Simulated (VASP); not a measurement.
Set up this calculation in VASP 6.6.1, as the native input.

* Task: relaxation of cell and atoms
* Functional: PBE
* Potentials or basis: VASP PAW PBE potentials, release 64 (Sc_sv, S)
* Cutoff: 600 eV
* k mesh: 4 × 4 × 4
* Occupations: gaussian, width 0.1 eV
* Spin: no spin polarisation
* Dipole correction: no
* Further INCAR settings: ALGO = Normal; EDIFF = 1e-06; IBRION = 2; EDIFFG = -0.04; NSW = 90; ISIF = 3

The structure of ScS4 lies in POSCAR:

```
ScS4
1.0
    4.8435202700      0.0000000000      0.0000000000
    0.0000000000      4.8435202700      0.0000000000
    0.0000000000      0.0000000000      4.8435202700
Sc S
1 4
Direct
    0.0000000000      0.0000000000      0.0000000000
    0.5000000000      0.0000000000      0.0000000000
    0.0000000000      0.5000000000      0.0000000000
    0.0000000000      0.0000000000      0.5000000000
    0.5000000000      0.5000000000      0.5000000000
```

The cell was generated, and may not be a known phase.

The input as run:

INCAR

```
  ALGO = Normal
  EDIFF = 1E-6
  EDIFFG = -0.04
  ENCUT = 600
  GGA = PE
  IBRION = 2
  ISIF = 3
  ISMEAR = 0
  LASPH = T
  LCHARG = F
  LREAL = F
  LWAVE = F
  NELM = 60
  NSW = 90
  PREC = Accurate
  SIGMA = 0.1
```

KPOINTS

```
k-points
0
Gamma
  4 4 4
```

Potentials or basis: VASP PAW PBE potentials, release 64 (Sc_sv, S).

Launch:

```sh
$ cat potpaw_PBE.64/Sc_sv/POTCAR potpaw_PBE.64/S/POTCAR > POTCAR
$ mpirun -np 1 vasp_std > vasp.out
```

Results of the run:

```yaml
Relaxed_volume: 23.52 Å³/atom
Relaxed_cell: a = 4.899 Å, b = 4.899 Å, c = 4.899 Å, α = 90.00°, β = 90.00°, γ = 90.00°
Space_group_after_relaxing_to_0.1_Å: Pm-3m (No. 221)
Energy_gained_by_relaxing: 4.8 meV/atom
Ionic_steps: 3
Pressure_after_relaxing: 0.0 GPa
Band_gap_on_the_k_mesh: zero (an odd number of electrons rules out a gap without spin polarisation)
```

It took 82 s on 1 thread of Oxide Virtual Turin-like Processor, on a shared host, peak memory 0.22 GiB.
